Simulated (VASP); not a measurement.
# Sb3S2 (Pm-3m) in VASP: notebook, part 2 of 4

VASP 6.6.1. Earlier steps stand in the parts before.

**3. Single point, PBE**

This run uses another cell than the first one, of 29.28 Å³/atom.

The input, INCAR:

```
PREC = Accurate
ENCUT = 520
EDIFF = 1E-6
ISMEAR = 0
SIGMA = 0.1
LREAL = F
LASPH = T
NELM = 60
ALGO = Normal
ISIF = 2
LWAVE = F
LCHARG = F
GGA = PE
NBANDS = 22
```

The input, KPOINTS:

```
Automatic mesh
0
Gamma
  4 4 4
```

The input, POSCAR:

```
Sb3S2
1.0
    5.2704404400      0.0000000000      0.0000000000
    0.0000000000      5.2704404400      0.0000000000
    0.0000000000      0.0000000000      5.2704404400
Sb S
3 2
Direct
    0.5000000000      0.0000000000      0.0000000000
    0.0000000000      0.5000000000      0.0000000000
    0.0000000000      0.0000000000      0.5000000000
    0.5000000000      0.5000000000      0.5000000000
    0.0000000000      0.0000000000      0.0000000000
```

Potentials or basis: VASP PAW PBE potentials, release 64 (Sb, S).

The run is started by

```
$ cat potpaw_PBE.64/Sb/POTCAR potpaw_PBE.64/S/POTCAR > POTCAR
$ mpirun -np 1 vasp_std > vasp.out
```

OUTCAR:

```text
PREC = Accurate
   ENCUT = 520
   EDIFF = 1E-6
   ISMEAR = 0
   LREAL = F
   LASPH = T
   NELM = 60
   ISIF = 2
   GGA = PE

 ion  position               nearest neighbor table
   1  0.500  0.000  0.000-   5 2.64   5 2.64   2 3.73   3 3.73   2 3.73   2 3.73   3 3.73   3 3.73
                             3 3.73   2 3.73
   2  0.000  0.500  0.000-   5 2.64   5 2.64   1 3.73   3 3.73   1 3.73   3 3.73   3 3.73   3 3.73
                             1 3.73   1 3.73
   3  0.000  0.000  0.500-   5 2.64   5 2.64   1 3.73   1 3.73   2 3.73   2 3.73   2 3.73   2 3.73
                             1 3.73   1 3.73
   4  0.500  0.500  0.500-
   5  0.000  0.000  0.000-   1 2.64   2 2.64   3 2.64   3 2.64   2 2.64   1 2.64

  LATTYP: Found a simple cubic cell.
 ALAT       =     5.2704404400

  Lattice vectors:

 A1 = (   5.2704404400,   0.0000000000,   0.0000000000)
 A2 = (   0.0000000000,   5.2704404400,   0.0000000000)
 A3 = (   0.0000000000,   0.0000000000,   5.2704404400)

Analysis of symmetry for initial positions (statically):
=====================================================================
 Subroutine PRICEL returns:
 Original cell was already a primitive cell.

 Routine SETGRP: Setting up the symmetry group for a
 simple cubic supercell.

 Subroutine GETGRP returns: Found 48 space group operations
 (whereof 48 operations were pure point group operations)
 out of a pool of 48 trial point group operations.

The static configuration has the point symmetry O_h .

Analysis of symmetry for dynamics (positions and initial velocities):
=====================================================================
 Subroutine PRICEL returns:
 Original cell was already a primitive cell.

 Routine SETGRP: Setting up the symmetry group for a
 simple cubic supercell.

 Subroutine GETGRP returns: Found 48 space group operations
 (whereof 48 operations were pure point group operations)
 out of a pool of 48 trial point group operations.

The dynamic configuration has the point symmetry O_h .

 Subroutine INISYM returns: Found 48 space group operations
 (whereof 48 operations are pure point group operations),
 and found     1 'primitive' translations

----------------------------------------------------------------------------------------

                                     Primitive cell

  volume of cell :     146.3999

  direct lattice vectors                    reciprocal lattice vectors
     5.270440440  0.000000000  0.000000000     0.189737463  0.000000000  0.000000000
     0.000000000  5.270440440  0.000000000     0.000000000  0.189737463  0.000000000
     0.000000000  0.000000000  5.270440440     0.000000000  0.000000000  0.189737463

  length of vectors
     5.270440440  5.270440440  5.270440440     0.189737463  0.189737463  0.189737463

  position of ions in fractional coordinates (direct lattice)
     0.500000000  0.000000000  0.000000000
     0.000000000  0.500000000  0.000000000
     0.000000000  0.000000000  0.500000000
     0.500000000  0.500000000  0.500000000
     0.000000000  0.000000000  0.000000000

  ion indices of the primitive-cell ions
   primitive index   ion index
                 1           1
                 2           2
[... 29 lines left out ...]

 Following reciprocal coordinates:
            Coordinates               Weight
  0.000000  0.000000  0.000000      1.000000
  0.250000  0.000000  0.000000      6.000000
  0.500000  0.000000  0.000000      3.000000
  0.250000  0.250000  0.000000     12.000000
  0.500000  0.250000  0.000000     12.000000
  0.500000  0.500000  0.000000      3.000000
  0.250000  0.250000  0.250000      8.000000
  0.500000  0.250000  0.250000     12.000000
  0.500000  0.500000  0.250000      6.000000
  0.500000  0.500000  0.500000      1.000000
   k-points           NKPTS =     10   k-points in BZ     NKDIM =     10   number of bands    NBANDS=     22
   number of dos      NEDOS =    301   number of ions     NIONS =      5
   total plane-waves  NPLWV =  64000
   dimension x,y,z NGX =    40 NGY =   40 NGZ =   40
   dimension x,y,z NGXF=    80 NGYF=   80 NGZF=   80
   ions per type =               3   2
   NGX,Y,Z   is equivalent  to a cutoff of  12.62, 12.62, 12.62 a.u.
   NGXF,Y,Z  is equivalent  to a cutoff of  25.23, 25.23, 25.23 a.u.
 SYSTEM =  unknown system
   PREC   = accura    normal or accurate (medium, high low for compatibility)
   ISTART =      0    job   : 0-new  1-cont  2-samecut
   ICHARG =      2    charge: 1-file 2-atom 10-const
   ISPIN  =      1    spin polarized calculation?
   LNONCOLLINEAR =      F non collinear calculations
   LSORBIT =      F    spin-orbit coupling
   LASPH  =      T    aspherical Exc in radial PAW
   ENCUT  =  520.0 eV  38.22 Ry    6.18 a.u.   9.80  9.80  9.80*2*pi/ulx,y,z
   NELM   =     60;   NELMIN=  2; NELMDL= -5     # of ELM steps
   EDIFF  = 0.1E-05   stopping-criterion for ELM
   LREAL  =      F    real-space projection
   EDIFFG = 0.1E-04   stopping-criterion for IOM
   NSW    =      0    number of steps for IOM
   IBRION =     -1    ionic relax: 0-MD 1-quasi-New 2-CG
   NFREE  =      0    steps in history (QN), initial steepest desc. (CG)
   ISIF   =      2    stress and relaxation
   ISYM   =      2    0-nonsym 1-usesym 2-fastsym
   POTIM  = 0.5000    time-step for ionic-motion
   TEBEG  =    0.0;   TEEND  =   0.0 temperature during run
   PSTRESS=    0.0 pullay stress
   NELECT =      27.0000    total number of electrons
   NUPDOWN=      -1.0000    fix difference up-down
   EMIN   =  10.00;   EMAX   =-10.00  energy-range for DOS
   EFERMI =   0.00;   METHOD = LEGACY
   ISMEAR =     0;   SIGMA  =   0.10  broadening in eV -4-tet -1-fermi 0-gaus
   EFERMI_NEDOS =   21; number of points for ismear=-14 and -15
   IALGO  =     38    algorithm
   IMIX   =      4    mixing-type and parameters
     AMIX     =   0.40;   BMIX     =  1.00
     AMIX_MAG =   1.60;   BMIX_MAG =  1.00
  volume/ion in A,a.u.               =      29.28       197.59
  Fermi-wavevector in a.u.,A,eV,Ry     =   0.931857  1.760954 11.814715  0.868357
  Thomas-Fermi vector in A             =   2.058394
   LORBIT       =      0    0 simple, 1 ext, 2 COOP (PROOUT), +10 PAW based schemes
   GGA     = PE    functional components
   LHFCALC =     F    Hartree Fock is set to
   AEXX    =    0.0000 exact exchange contribution
   IVDW    =     0    specifies the selected vdW correction
   LEPSILON=     F    determine dielectric tensor
   LRPA    =     F    only Hartree local field effects (RPA)
 non-spin polarized calculation
 Gauss-broadening in eV      SIGMA  =   0.10
  energy-cutoff  :      520.00
  volume of cell :      146.40
 maximum number of plane-waves:      3952
 NGX is ok and might be reduce to    40
   NGX = 19   NGY = 19   NGZ = 19

 number of electron      27.0000010 magnetization

 Free energy of the ion-electron system (eV)
  ---------------------------------------------------
  ext. energy  EPLUGINS =         0.00000000
  ---------------------------------------------------
  free energy    TOTEN  =       -16.47297246 eV

  energy without entropy =      -16.41741182  energy(sigma->0) =      -16.44519214

 E-fermi :   5.0969     XC(G=0):  -9.1586

 val. band max:        5.0751706988   @ k =   0.2500   0.0000   0.0000
 cond. band min:       5.1189944795   @ k =   0.5000   0.2500   0.2500
 fundamental gap:      0.0438237808
 Fermi energy:         5.0969220760

 k-point     1 :       0.0000    0.0000    0.0000
  band No.  band energies     occupation
      1     -10.1770      2.00000
      2      -6.3001      2.00000
      3      -3.1608      2.00000
      4      -3.1608      2.00000
      5      -2.6681      2.00000
      6      -1.6205      2.00000
[... 239 lines left out ...]
     21      10.4435      0.00000
     22      12.2224      0.00000

------------------------ aborting loop because EDIFF is reached ----------------------------------------

  FORCE on cell =-STRESS in cart. coord.  units (eV):
  Direction    XX          YY          ZZ          XY          YZ          ZX
  --------------------------------------------------------------------------------------
  -------------------------------------------------------------------------------------
  Total       -1.0936898     -1.0936898     -1.0936898     -0.0000000     -0.0000000      0.0000000
  in kB      -11.9691698    -11.9691698    -11.9691698     -0.0000000     -0.0000000      0.0000000
  external PRESSURE =     -11.9691698 kB  Pullay stress =       0.0000000 kB

 VOLUME and BASIS-vectors are now :
 -----------------------------------------------------------------------------
  energy-cutoff  :      520.00
  volume of cell :      146.40
      direct lattice vectors                 reciprocal lattice vectors
     5.270440440  0.000000000  0.000000000     0.189737463  0.000000000  0.000000000
     0.000000000  5.270440440  0.000000000     0.000000000  0.189737463  0.000000000
     0.000000000  0.000000000  5.270440440     0.000000000  0.000000000  0.189737463

 POSITION                                       TOTAL-FORCE (eV/Angst)
 -----------------------------------------------------------------------------------
      2.63522      0.00000      0.00000         0.000000      0.000000      0.000000
      0.00000      2.63522      0.00000         0.000000      0.000000      0.000000
      0.00000      0.00000      2.63522         0.000000      0.000000      0.000000
      2.63522      2.63522      2.63522         0.000000      0.000000      0.000000
      0.00000      0.00000      0.00000         0.000000      0.000000      0.000000
 -----------------------------------------------------------------------------------
    total drift:                                0.000000      0.000000     -0.000000

  FREE ENERGIE OF THE ION-ELECTRON SYSTEM (eV)
  ---------------------------------------------------
  free  energy   TOTEN  =       -16.4729724556 eV

  energy  without entropy=      -16.4174118232  energy(sigma->0) =      -16.44519214
```

stdout:

```text
POSCAR found type information on POSCAR SbS
 POSCAR found :  2 types and       5 ions
 scaLAPACK will be used
 LDA part: xc-table for (Slater+PW92), standard interpolation
 POSCAR, INCAR and KPOINTS ok, starting setup
 FFT: planning ... GRIDC
 FFT: planning ... GRID_SOFT
 FFT: planning ... GRID
 WAVECAR not read
 entering main loop
```

It took 20 s on 1 thread of Intel Xeon 6975P-C (Granite Rapids), shared host; peak memory 0.24 GiB.

What came out:

```
Free energy            : -16.4730 eV
Pressure               : -1.2 GPa
Band gap on the k mesh : zero (an odd number of electrons rules out a gap without spin polarisation)
```

Caveat: spin-orbit coupling is left out, which moves the levels of the heavy elements.

**4. Relaxation of cell and atoms, PBE**

This run uses another cell than the first one, of 29.28 Å³/atom.

The input, INCAR:

```
PREC = Accurate
ENCUT = 600
EDIFF = 1E-6
ISMEAR = 0
SIGMA = 0.1
LREAL = F
LASPH = T
NELM = 60
ALGO = Normal
ISIF = 3
LWAVE = F
LCHARG = F
GGA = PE
IBRION = 2
NSW = 90
EDIFFG = -0.04
```

KPOINTS is that of step 3.

POSCAR is that of step 3.

Potentials or basis: VASP PAW PBE potentials, release 64 (Sb, S).

The run is started by

```
$ cat potpaw_PBE.64/Sb/POTCAR potpaw_PBE.64/S/POTCAR > POTCAR
$ mpirun -np 1 vasp_std > vasp.out
```

OUTCAR:

```text
PREC = Accurate
   ENCUT = 600
   EDIFF = 1E-6
   ISMEAR = 0
   LREAL = F
   LASPH = T
   NELM = 60
   ISIF = 3
   GGA = PE
   IBRION = 2
   NSW = 90
   EDIFFG = -0.04

 ion  position               nearest neighbor table
   1  0.500  0.000  0.000-   5 2.64   5 2.64   2 3.73   3 3.73   2 3.73   2 3.73   3 3.73   3 3.73
                             3 3.73   2 3.73
   2  0.000  0.500  0.000-   5 2.64   5 2.64   1 3.73   3 3.73   1 3.73   3 3.73   3 3.73   3 3.73
                             1 3.73   1 3.73
   3  0.000  0.000  0.500-   5 2.64   5 2.64   1 3.73   1 3.73   2 3.73   2 3.73   2 3.73   2 3.73
                             1 3.73   1 3.73
   4  0.500  0.500  0.500-
   5  0.000  0.000  0.000-   1 2.64   2 2.64   3 2.64   3 2.64   2 2.64   1 2.64

  LATTYP: Found a simple cubic cell.
 ALAT       =     5.2704404400

  Lattice vectors:

 A1 = (   5.2704404400,   0.0000000000,   0.0000000000)
 A2 = (   0.0000000000,   5.2704404400,   0.0000000000)
 A3 = (   0.0000000000,   0.0000000000,   5.2704404400)

Analysis of symmetry for initial positions (statically):
=====================================================================
 Subroutine PRICEL returns:
 Original cell was already a primitive cell.

 Routine SETGRP: Setting up the symmetry group for a
 simple cubic supercell.

 Subroutine GETGRP returns: Found 48 space group operations
 (whereof 48 operations were pure point group operations)
 out of a pool of 48 trial point group operations.

The static configuration has the point symmetry O_h .

Analysis of symmetry for dynamics (positions and initial velocities):
=====================================================================
 Subroutine PRICEL returns:
 Original cell was already a primitive cell.

 Routine SETGRP: Setting up the symmetry group for a
 simple cubic supercell.

 Subroutine GETGRP returns: Found 48 space group operations
 (whereof 48 operations were pure point group operations)
 out of a pool of 48 trial point group operations.

The dynamic configuration has the point symmetry O_h .

[... 97 lines left out ...]
   POTIM  = 0.5000    time-step for ionic-motion
   TEBEG  =    0.0;   TEEND  =   0.0 temperature during run
   PSTRESS=    0.0 pullay stress
   NELECT =      27.0000    total number of electrons
   NUPDOWN=      -1.0000    fix difference up-down
   EMIN   =  10.00;   EMAX   =-10.00  energy-range for DOS
   EFERMI =   0.00;   METHOD = LEGACY
   ISMEAR =     0;   SIGMA  =   0.10  broadening in eV -4-tet -1-fermi 0-gaus
   EFERMI_NEDOS =   21; number of points for ismear=-14 and -15
   IALGO  =     38    algorithm
   IMIX   =      4    mixing-type and parameters
     AMIX     =   0.40;   BMIX     =  1.00
     AMIX_MAG =   1.60;   BMIX_MAG =  1.00
  volume/ion in A,a.u.               =      29.28       197.59
  Fermi-wavevector in a.u.,A,eV,Ry     =   0.931857  1.760954 11.814715  0.868357
  Thomas-Fermi vector in A             =   2.058394
   LORBIT       =      0    0 simple, 1 ext, 2 COOP (PROOUT), +10 PAW based schemes
   GGA     = PE    functional components
   LHFCALC =     F    Hartree Fock is set to
   AEXX    =    0.0000 exact exchange contribution
   IVDW    =     0    specifies the selected vdW correction
   LEPSILON=     F    determine dielectric tensor
   LRPA    =     F    only Hartree local field effects (RPA)
 conjugate gradient relaxation of ions
 non-spin polarized calculation
 Gauss-broadening in eV      SIGMA  =   0.10
  energy-cutoff  :      600.00
  volume of cell :      146.40
 maximum number of plane-waves:      4945
   NGX = 21   NGY = 21   NGZ = 21

--------------------------------------- Ionic step        1  -------------------------------------------

 number of electron      27.0000002 magnetization

 Free energy of the ion-electron system (eV)
  ---------------------------------------------------
  ext. energy  EPLUGINS =         0.00000000
  ---------------------------------------------------
  free energy    TOTEN  =       -16.47326625 eV

  energy without entropy =      -16.41770873  energy(sigma->0) =      -16.44548749

------------------------ aborting loop because EDIFF is reached ----------------------------------------

  FORCE on cell =-STRESS in cart. coord.  units (eV):
  Direction    XX          YY          ZZ          XY          YZ          ZX
  --------------------------------------------------------------------------------------
  -------------------------------------------------------------------------------------
  Total       -1.0868043     -1.0868043     -1.0868043     -0.0000000      0.0000000     -0.0000000
  in kB      -11.8938158    -11.8938158    -11.8938158     -0.0000000      0.0000000     -0.0000000
  external PRESSURE =     -11.8938158 kB  Pullay stress =       0.0000000 kB
[... 65 lines left out ...]
--------------------------------------- Ionic step        3  -------------------------------------------

 number of electron      27.0000004 magnetization

 Free energy of the ion-electron system (eV)
  ---------------------------------------------------
  ext. energy  EPLUGINS =         0.00000000
  ---------------------------------------------------
  free energy    TOTEN  =       -16.48797056 eV

  energy without entropy =      -16.43496511  energy(sigma->0) =      -16.46146784

 E-fermi :   5.3779     XC(G=0):  -9.2720

 val. band max:        5.3485637842   @ k =   0.2500   0.0000   0.0000
 cond. band min:       5.3988250309   @ k =   0.5000   0.2500   0.2500
 fundamental gap:      0.0502612467
 Fermi energy:         5.3778915246

 k-point     1 :       0.0000    0.0000    0.0000
  band No.  band energies     occupation
      1     -10.0742      2.00000
      2      -6.0829      2.00000
      3      -2.8763      2.00000
      4      -2.8763      2.00000
      5      -2.3348      2.00000
      6      -1.5089      2.00000
[... 221 lines left out ...]
  FREE ENERGIE OF THE ION-ELECTRON SYSTEM (eV)
  ---------------------------------------------------
  free  energy   TOTEN  =       -16.4879705631 eV

  energy  without entropy=      -16.4349651095  energy(sigma->0) =      -16.46146784

 reached required accuracy - stopping structural energy minimisation
```

OSZICAR:

```text
N       E                     dE             d eps       ncg     rms          rms(c)
DAV:   1     0.160773345666E+03    0.16077E+03   -0.10474E+04   340   0.140E+03
DAV:   2    -0.270515595925E+01   -0.16348E+03   -0.16150E+03   452   0.212E+02
DAV:   3    -0.172393307112E+02   -0.14534E+02   -0.14140E+02   407   0.685E+01
[... 27 lines left out ...]
DAV:   3    -0.164881940109E+02    0.16047E-02   -0.70145E-03   427   0.255E-01    0.101E-01
DAV:   4    -0.164880056943E+02    0.18832E-03   -0.49330E-04   340   0.112E-01    0.389E-02
DAV:   5    -0.164879754266E+02    0.30268E-04   -0.84012E-05   400   0.458E-02    0.207E-02
DAV:   6    -0.164879713945E+02    0.40321E-05   -0.10864E-05   362   0.165E-02    0.961E-03
DAV:   7    -0.164879705631E+02    0.83139E-06   -0.11259E-06   173   0.658E-03
   3 F= -.16487971E+02 E0= -.16461468E+02  d E =-.147043E-01
```

It took 53 s on 1 thread of Intel Xeon 6975P-C (Granite Rapids), shared host; peak memory 0.27 GiB.

What came out:

- Free energy: -16.4880 eV
- Relaxed volume: 28.51 Å³/atom
- Relaxed cell: a = 5.224 Å, b = 5.224 Å, c = 5.224 Å, α = 90.00°, β = 90.00°, γ = 90.00°
- Space group after relaxing (to 0.1 Å): Pm-3m (No. 221)
- Energy gained by relaxing: 2.9 meV/atom
- Ionic steps: 3
- Pressure after relaxing: 0.0 GPa
- Band gap on the k mesh: zero (an odd number of electrons rules out a gap without spin polarisation)

The path:
```tsv
step	energy change (eV)	largest force (eV/Å)	pressure (GPa)	volume (Å³)
1	0.0000	0.0000	-1.19	146.40
2	-0.0142	0.0000	0.23	141.84
3	-0.0147	0.0000	0.01	142.53
```

Final structure:
```
Sb S
1.0
     5.22355    0.00000    0.00000
     0.00000    5.22355    0.00000
     0.00000    0.00000    5.22355
Sb S
3 2
Direct
  0.50000 0.00000 0.00000
  0.00000 0.50000 0.00000
  0.00000 0.00000 0.50000
  0.50000 0.50000 0.50000
  0.00000 0.00000 0.00000
```

Caveat: spin-orbit coupling is left out, which moves the levels of the heavy elements.

(Part 2 of 4 ends here.)
